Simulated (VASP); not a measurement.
# BaTeH6: relaxation of cell and atoms with r2SCAN+rVV10

Crystal: BaTeH6.

```
CELL_PARAMETERS angstrom
3.46173 1.99863 2.51071
-3.46173 1.99863 2.51071
0.00000 -3.99726 2.51071
ATOMIC_POSITIONS crystal
Ba 0.00000 0.00000 0.00000
Te 0.50000 0.50000 0.50000
H 0.54126 0.20605 0.18804
H 0.20605 0.18804 0.54126
H 0.81196 0.45874 0.79395
H 0.79395 0.81196 0.45874
H 0.45874 0.79395 0.81196
H 0.18804 0.54126 0.20605
```

```yaml
Program: VASP 6.6.1
Task: relaxation of cell and atoms
Functional: r2SCAN
Dispersion: rVV10
Potentials_or_basis: VASP PAW PBE potentials, release 64 (Ba_sv, Te, H)
Cutoff: 600 eV
k_mesh: 6 × 6 × 6
Occupations: fermi-dirac, width 0.03 eV
Spin: no spin polarisation
Dipole_correction: no
Further_INCAR_settings: ALGO = Normal; EDIFF = 1e-06; IBRION = 2; EDIFFG = -0.01; NSW = 100; ISIF = 3
```

```yaml
Relaxed_volume: 14.10 Å³/atom
Relaxed_cell: a = 4.849 Å, b = 4.849 Å, c = 4.849 Å, α = 94.67°, β = 94.67°, γ = 94.67°
Space_group_after_relaxing_to_0.1_Å: R-3 (No. 148)
Energy_gained_by_relaxing: 8.6 meV/atom
Ionic_steps: 12
Pressure_after_relaxing: 0.0 GPa
Largest_force_after_relaxing: 0.006 eV/Å
Band_gap_on_the_k_mesh: 0.40 eV
```

Forces in eV/Å, atoms in the order of the input:
```
Ba   0.000  0.000  0.000
Te   0.000  0.000  0.000
H    0.002  0.004 -0.003
H    0.003 -0.004 -0.003
H    0.005  0.001  0.003
H   -0.003  0.004  0.003
H   -0.002 -0.004  0.003
H   -0.005 -0.001 -0.003
```

The path:
| step | energy change (eV) | largest force (eV/Å) | pressure (GPa) | volume (Å³) |
| --- | --- | --- | --- | --- |
| 1 | 0.0000 | 0.1337 | 1.61 | 104.23 |
| 2 | -0.0212 | 0.1565 | 0.91 | 106.21 |
| 3 | -0.0403 | 0.2170 | -1.04 | 112.31 |
| 4 | -0.0419 | 0.2040 | -0.61 | 110.90 |
| 5 | -0.0580 | 0.1145 | -0.32 | 111.68 |
| 6 | -0.0636 | 0.0590 | 0.02 | 112.50 |
| 7 | -0.0653 | 0.0503 | -0.01 | 112.62 |
| 8 | -0.0681 | 0.0254 | -0.08 | 113.00 |
| 9 | -0.0685 | 0.0142 | -0.11 | 113.19 |
| 10 | -0.0689 | 0.0217 | 0.08 | 112.80 |
| 11 | -0.0689 | 0.0218 | 0.08 | 112.80 |
| 12 | -0.0692 | 0.0056 | 0.03 | 112.82 |

Final structure:
```
CELL_PARAMETERS angstrom
3.56573 2.05867 2.56143
-3.56573 2.05867 2.56143
0.00000 -4.11735 2.56143
ATOMIC_POSITIONS crystal
Ba 0.00000 0.00000 0.00000
Te 0.50000 0.50000 0.50000
H 0.54792 0.21717 0.19817
H 0.21717 0.19817 0.54792
H 0.80183 0.45208 0.78283
H 0.78283 0.80183 0.45208
H 0.45208 0.78283 0.80183
H 0.19817 0.54792 0.21717
```

Levels at points of the mesh, in eV from the valence-band top:
| k point | band 7 | band 8 | band 9 | band 10 | band 11 | band 12 | band 13 | band 14 | band 15 | band 16 |
| --- | --- | --- | --- | --- | --- | --- | --- | --- | --- | --- |
| (0.00, 0.00, 0.00) | -5.27 | -5.27 | -3.12 | -3.12 | -2.48 | 3.17 | 3.17 | 3.30 | 3.30 | 3.31 |
| (0.50, 0.00, 0.00) | -5.91 | -5.36 | -2.27 | -2.11 | 0.00 | 0.40 | 1.77 | 3.10 | 3.76 | 3.82 |
| (0.50, 0.50, 0.00) | -6.03 | -5.11 | -3.76 | -2.19 | -0.90 | 2.12 | 2.28 | 2.55 | 4.79 | 4.91 |
| (0.50, 0.50, 0.50) | -5.96 | -5.96 | -2.95 | -2.95 | -0.08 | 3.51 | 3.51 | 3.52 | 4.97 | 4.97 |

It took 24 min on 1 thread of Intel(R) Xeon(R) 6975P-C (Granite Rapids), on a shared host, peak memory 0.56 GiB.

Caveat: the PAW data sets were made with another functional, which shifts forces and pressure a little; spin-orbit coupling is left out, which moves the levels of the heavy elements. A k mesh can miss the band edges.
